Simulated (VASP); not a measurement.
Here is a VASP 6.6.1 calculation.

File INCAR:

```
SYSTEM = LiH
PREC     = Accurate       ! precision mode
ENCUT    = 520            ! plane-wave cutoff, eV
EDIFF    = 1E-8           ! SCF threshold, eV
ISMEAR   = -1             ! smearing method
SIGMA    = 0.05           ! smearing width, eV
LREAL    = .FALSE.        ! projectors in reciprocal space
LASPH    = .TRUE.         ! aspherical terms in the spheres
NELM     = 60             ! most SCF steps
ALGO     = Normal         ! electronic algorithm
ISIF     = 2              ! what is computed and relaxed
LWAVE    = .FALSE.        ! write WAVECAR
LCHARG   = .FALSE.        ! write CHGCAR
GGA      = PE             ! functional
LEFG     = .TRUE.       
NBANDS   = 9              ! bands
```

KPOINTS

```
regular mesh
0
G
  13 13 13
  0 0 0
```

POSCAR

```
LiH
1.0
    0.0000000000      2.1590569286      2.1590569286
    2.1590569286      0.0000000000      2.1590569286
    2.1590569286      2.1590569286      0.0000000000
Li H
1 1
Direct
    0.0000000000      0.0000000000      0.0000000000
    0.2500000000      0.2500000000      0.2500000000
```

Potentials or basis: VASP PAW PBE potentials, release 64 (Li_sv, H).

Command:

```bash
$ cat potpaw_PBE.64/Li_sv/POTCAR potpaw_PBE.64/H/POTCAR > POTCAR
$ mpirun -np 1 vasp_std > vasp.out
```

Estimate the band gap on the k mesh.

4.30 eV (least direct gap 5.24 eV).

Caveat: an odd mesh through Γ misses points on the zone boundary, where band edges can lie.
